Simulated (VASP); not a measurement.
# Si3O2 (P4mm) in VASP: further runs, part 2 of 2

VASP 6.6.1. Earlier steps stand in the parts before.

## (4) Single point, PBE

The input, INCAR:

```
ALGO = Normal ; EDIFF = 1E-6
ENCUT = 520 ; GGA = PE
ISIF = 2 ; ISMEAR = 0
LASPH = T ; LCHARG = F
LREAL = F ; LWAVE = F
NBANDS = 20 ; NELM = 100
PREC = Accurate ; SIGMA = 0.1
```

The input, KPOINTS:

```
k-points
0
Gamma
  6 6 4
```

The input, POSCAR:

```
Si3O2
1.0
    3.3673109743      0.0000000000      0.0000000000
    0.0000000000      3.3673109743      0.0000000000
    0.0000000000      0.0000000000      5.4959518617
Si O
3 2
Direct
    0.5000000000      0.5000000000      0.3316117160
    0.5000000000      0.5000000000      0.9023412393
    0.0000000000      0.0000000000      0.7214258972
    0.5000000000      0.0000000000      0.4336281237
    0.0000000000      0.5000000000      0.4336281237
```

Potentials or basis: VASP PAW PBE potentials, release 64 (Si, O).

Launch:

```console
$ cat potpaw_PBE.64/Si/POTCAR potpaw_PBE.64/O/POTCAR > POTCAR
$ mpirun -np 1 vasp_std > vasp.out
```

OUTCAR:

```text
EDIFF = 1E-6
   ENCUT = 520
   GGA = PE
   ISIF = 2
   ISMEAR = 0
   LASPH = T
   LREAL = F
   NELM = 100
   PREC = Accurate

 ion  position               nearest neighbor table
   1  0.500  0.500  0.332-   4 1.77   5 1.77   4 1.77   5 1.77   2 2.36   2 3.14
   2  0.500  0.500  0.902-   1 2.36   3 2.58   3 2.58   3 2.58   3 2.58   1 3.14
   3  0.000  0.000  0.721-   4 2.31   5 2.31   5 2.31   4 2.31   2 2.58   2 2.58   2 2.58   2 2.58

   4  0.500  0.000  0.434-   1 1.77   1 1.77   3 2.31   3 2.31
   5  0.000  0.500  0.434-   1 1.77   1 1.77   3 2.31   3 2.31

  LATTYP: Found a simple tetragonal cell.
 ALAT       =     3.3673109743
 C/A-ratio  =     1.6321485909

  Lattice vectors:

 A1 = (   3.3673109743,   0.0000000000,   0.0000000000)
 A2 = (   0.0000000000,   3.3673109743,   0.0000000000)
 A3 = (   0.0000000000,   0.0000000000,   5.4959518617)

Analysis of symmetry for initial positions (statically):
=====================================================================
 Subroutine PRICEL returns:
[... 177 lines left out ...]

 E-fermi :   8.0771     XC(G=0): -10.7070

 val. band max:        8.0371478723   @ k =   0.5000   0.1667   0.0000
 cond. band min:       8.1072588140   @ k =   0.0000   0.0000   0.5000
 fundamental gap:      0.0701109417
 Fermi energy:         8.0771067572

 k-point     1 :       0.0000    0.0000    0.0000
  band No.  band energies     occupation
      1     -14.5142      2.00000
      2     -10.8638      2.00000
      3      -3.4394      2.00000
      4      -1.4000      2.00000
      5      -0.9601      2.00000
      6      -0.9601      2.00000
[... 541 lines left out ...]
     19      15.5972      0.00000
     20      16.0305      0.00000

 [... further k-points ...]

------------------------ aborting loop because EDIFF is reached ----------------------------------------

  FORCE on cell =-STRESS in cart. coord.  units (eV):
  Direction    XX          YY          ZZ          XY          YZ          ZX
  --------------------------------------------------------------------------------------
  -------------------------------------------------------------------------------------
  Total        0.0917237      0.0917237      0.0372198      0.0000000      0.0000000      0.0000000
  in kB        2.3582119      2.3582119      0.9569191      0.0000000      0.0000000      0.0000000
  external PRESSURE =       1.8911143 kB  Pullay stress =       0.0000000 kB

 VOLUME and BASIS-vectors are now :
 -----------------------------------------------------------------------------
  energy-cutoff  :      520.00
  volume of cell :       62.32
      direct lattice vectors                 reciprocal lattice vectors
     3.367310974  0.000000000  0.000000000     0.296972869  0.000000000  0.000000000
     0.000000000  3.367310974  0.000000000     0.000000000  0.296972869  0.000000000
     0.000000000  0.000000000  5.495951862     0.000000000  0.000000000  0.181952103

 POSITION                                       TOTAL-FORCE (eV/Angst)
 -----------------------------------------------------------------------------------
      1.68366      1.68366      1.82252         0.000000      0.000000     -0.051036
      1.68366      1.68366      4.95922         0.000000      0.000000      0.001424
      0.00000      0.00000      3.96492         0.000000      0.000000      0.017431
      1.68366      0.00000      2.38320         0.000000      0.000000      0.016090
      0.00000      1.68366      2.38320         0.000000     -0.000000      0.016090
 -----------------------------------------------------------------------------------
    total drift:                                0.000000      0.000000     -0.000191

  FREE ENERGIE OF THE ION-ELECTRON SYSTEM (eV)
  ---------------------------------------------------
  free  energy   TOTEN  =       -30.5127208854 eV

  energy  without entropy=      -30.5047412089  energy(sigma->0) =      -30.50873105
```

stdout:

```text
POSCAR found type information on POSCAR SiO
 POSCAR found :  2 types and       5 ions
 scaLAPACK will be used
 LDA part: xc-table for (Slater+PW92), standard interpolation
 POSCAR, INCAR and KPOINTS ok, starting setup
 FFT: planning ... GRIDC
 FFT: planning ... GRID_SOFT
 FFT: planning ... GRID
 WAVECAR not read
 entering main loop
```

Run time: 15 s. Hardware: 1 thread of Intel Xeon 6975P-C (Granite Rapids), shared host; peak memory 0.17 GiB.

Results:

```yaml
Free_energy: -30.5127 eV
Pressure: 0.2 GPa
Largest_force: 0.051 eV/Å
Band_gap_on_the_k_mesh: zero (band 12 reaches 9.41 eV, above the bottom of band 13 at 6.02 eV)
```

Forces on the atoms (eV/Å):
```
Si   0.000  0.000 -0.051
Si   0.000  0.000  0.001
Si   0.000  0.000  0.017
O    0.000  0.000  0.016
O    0.000  0.000  0.016
```

Stress tensor (GPa, compression positive):
```
0.24 0.00 0.00
0.00 0.24 0.00
0.00 0.00 0.10
```

Levels at points of the mesh, in eV from the Fermi level:
| k point | band 8 | band 9 | band 10 | band 11 | band 12 | band 13 | band 14 | band 15 | band 16 | band 17 |
| --- | --- | --- | --- | --- | --- | --- | --- | --- | --- | --- |
| (0.00, 0.00, 0.00) | -3.33 | -3.33 | -2.23 | -0.05 | -0.05 | 0.15 | 0.45 | 3.71 | 3.96 | 4.60 |
| (0.50, 0.00, 0.00) | -5.89 | -5.19 | -5.08 | -1.67 | 1.33 | 2.46 | 2.74 | 3.85 | 5.04 | 5.04 |
| (0.50, 0.50, 0.00) | -4.56 | -4.32 | -4.00 | -4.00 | -3.41 | -1.64 | 1.75 | 4.44 | 4.44 | 6.34 |
| (0.00, 0.00, 0.50) | -4.46 | -3.33 | -3.33 | -0.38 | -0.38 | 0.03 | 2.43 | 3.94 | 4.39 | 6.09 |
| (0.50, 0.00, 0.50) | -5.07 | -5.00 | -4.68 | -3.36 | 0.44 | 2.12 | 2.59 | 3.66 | 4.67 | 5.59 |
| (0.50, 0.50, 0.50) | -4.88 | -4.32 | -2.89 | -2.89 | -1.64 | -1.58 | 2.33 | 2.33 | 2.95 | 3.33 |

## (5) Relaxation of cell and atoms, PBE

This run uses another cell than the first one, of 13.52 Å³/atom, 1.086 times its volume.

The input, INCAR:

```
PREC = Accurate ; ENCUT = 600
EDIFF = 1E-7 ; ISMEAR = 0
SIGMA = 0.1 ; LREAL = F
LASPH = T ; NELM = 80
ALGO = Normal ; ISIF = 3
LWAVE = F ; LCHARG = F
GGA = PE ; IBRION = 2
NSW = 90 ; EDIFFG = -0.04
```

The input, KPOINTS:

```
regular mesh
0
Gamma
  4 4 6
```

The input, POSCAR:

```
Si3O2
1.0
    4.5012169400      0.0000000000      0.0000000000
    0.0000000000      4.5012169400      0.0000000000
    0.0000000000      0.0000000000      3.3357033900
Si O
3 2
Direct
    0.5000000000      0.5000000000      0.4793932500
    0.5000000000      0.5000000000      0.9783680900
    0.0000000000      0.0000000000      0.5312098000
    0.5000000000      0.0000000000      0.4168319800
    0.0000000000      0.5000000000      0.4168319800
```

Launch:

```console
$ cat potpaw_PBE.64/Si/POTCAR potpaw_PBE.64/O/POTCAR > POTCAR
$ mpirun -np 1 vasp_std > vasp.out
```

Run time: 3.9 min. Hardware: 1 thread of Intel Xeon 6975P-C (Granite Rapids), shared host; peak memory 0.2 GiB.

It converged, with:

```yaml
Free_energy: -29.8605 eV
Relaxed_volume: 11.83 Å³/atom
Relaxed_cell: a = 3.399 Å, b = 3.399 Å, c = 5.122 Å, α = 90.00°, β = 90.00°, γ = 90.00°
Space_group_after_relaxing_to_0.05_Å: P4mm (No. 99)
Energy_gained_by_relaxing: 2843.5 meV/atom
Ionic_steps: 33
Pressure_after_relaxing: 0.2 GPa
Largest_force_after_relaxing: 0.037 eV/Å
Band_gap_on_the_k_mesh: zero (band 12 reaches 10.49 eV, above the bottom of band 13 at 6.48 eV)
```

Forces on the atoms (eV/Å):
```
Si   0.000  0.000 -0.037
Si   0.000  0.000  0.003
Si   0.000  0.000  0.001
O    0.000  0.000  0.017
O    0.000  0.000  0.017
```

Stress tensor (GPa, compression positive):
```
0.14 0.00 0.00
0.00 0.14 0.00
0.00 0.00 0.39
```

The path:
```tsv
step	energy change (eV)	largest force (eV/Å)	pressure (GPa)	volume (Å³)
1	0.0000	0.3278	53.43	67.58
2	-6.9068	0.7303	-23.51	106.34
3	-9.7112	0.6181	-10.55	88.35
4	-9.7236	0.6809	-11.17	89.14
5	-10.6922	1.5166	-3.64	76.41
6	-10.7522	1.8107	0.07	73.29
7	-10.9880	1.9086	0.76	71.32
8	-11.1528	2.9583	2.25	68.60
9	-10.6236	8.7469	15.68	63.32
10	-11.1670	3.3882	2.85	68.04
11	-11.2513	3.5034	2.69	67.71
12	-11.5156	3.9112	2.71	66.72
13	-12.0125	4.6812	3.15	64.73
14	-12.6273	5.8857	8.27	60.76
15	-12.9778	4.7586	5.45	60.58
16	-13.1280	4.1664	3.49	60.36
17	-13.0807	3.3387	2.75	59.87
18	-13.1604	3.7932	2.77	60.18
19	-13.3730	3.3896	0.19	60.56
20	-13.7841	1.7877	-5.36	61.68
21	-13.0370	5.2665	-5.02	63.78
22	-13.8149	1.2630	-6.30	62.02
23	-13.8248	0.8907	-6.83	62.25
24	-13.9446	0.4913	-2.91	60.71
25	-13.9746	0.7802	0.23	59.65
26	-14.0691	0.5890	1.28	59.19
27	-14.1124	1.2660	3.26	58.52
28	-14.1746	0.8772	0.32	59.27
29	-14.1899	0.5196	-1.64	59.78
30	-14.2133	0.3946	-0.04	59.26
31	-14.2134	0.4049	0.05	59.23
32	-14.2172	0.0570	0.19	59.17
33	-14.2173	0.0374	0.22	59.16
```

Final structure:
```cif
data_structure
_symmetry_space_group_name_H-M 'P 1'
_symmetry_Int_Tables_number 1
_cell_length_a 3.3985
_cell_length_b 3.3985
_cell_length_c 5.1218
_cell_angle_alpha 90.000
_cell_angle_beta 90.000
_cell_angle_gamma 90.000
_cell_volume 59.16
loop_
_atom_site_label
_atom_site_type_symbol
_atom_site_fract_x
_atom_site_fract_y
_atom_site_fract_z
_atom_site_occupancy
Si1 Si 0.50000 0.50000 0.33745 1
Si2 Si 0.50000 0.50000 0.89611 1
Si3 Si 0.00000 0.00000 0.72285 1
O1 O 0.50000 0.00000 0.43312 1
O2 O 0.00000 0.50000 0.43312 1
```

Levels at points of the mesh, in eV from the Fermi level:
```tsv
k point	band 8	band 9	band 10	band 11	band 12	band 13	band 14	band 15	band 16
(0.00, 0.00, 0.00)	-3.78	-3.78	-1.81	-0.30	-0.08	-0.08	1.27	4.07	4.71
(0.50, 0.00, 0.00)	-5.89	-5.55	-5.32	-1.22	1.93	2.34	2.66	3.40	5.74
(0.50, 0.50, 0.00)	-4.74	-4.36	-3.82	-3.82	-3.49	-2.09	2.09	5.40	5.40
(0.00, 0.00, 0.50)	-4.52	-3.77	-3.77	-0.66	-0.55	-0.55	2.43	4.38	4.70
(0.50, 0.00, 0.50)	-5.52	-4.54	-4.22	-2.83	1.13	1.86	2.44	3.20	4.95
(0.50, 0.50, 0.50)	-4.83	-4.74	-2.36	-2.36	-2.08	-1.12	2.93	2.93	3.99
```

## (6) Summary

```csv
task,cell,k mesh,cutoff (eV),gap on the mesh (eV),pressure (GPa),largest force (eV/Å)
single point,"a = 3.378, b = 3.378, c = 5.455 Å, 5 atoms",4 × 4 × 6,520,none,0.0,0.04
single point,"a = 4.501, b = 4.501, c = 3.336 Å, 5 atoms",4 × 4 × 6,520,none,53.5,0.33
single point,"a = 3.367, b = 3.367, c = 5.496 Å, 5 atoms",6 × 6 × 4,520,none,0.2,0.05
relaxation of cell and atoms,"relaxed from a = 4.501, b = 4.501, c = 3.336 Å, 5 atoms",4 × 4 × 6,600,none,0.2,0.04
```

Alike in all rows: level PBE; potentials or basis VASP PAW PBE potentials, release 64 (Si, O); no spin polarisation; smearing gaussian 0.1 eV.

Caveats: some runs use coarse meshes.

Total energies depend on the potentials used, so only differences within one code and one set of settings carry meaning.
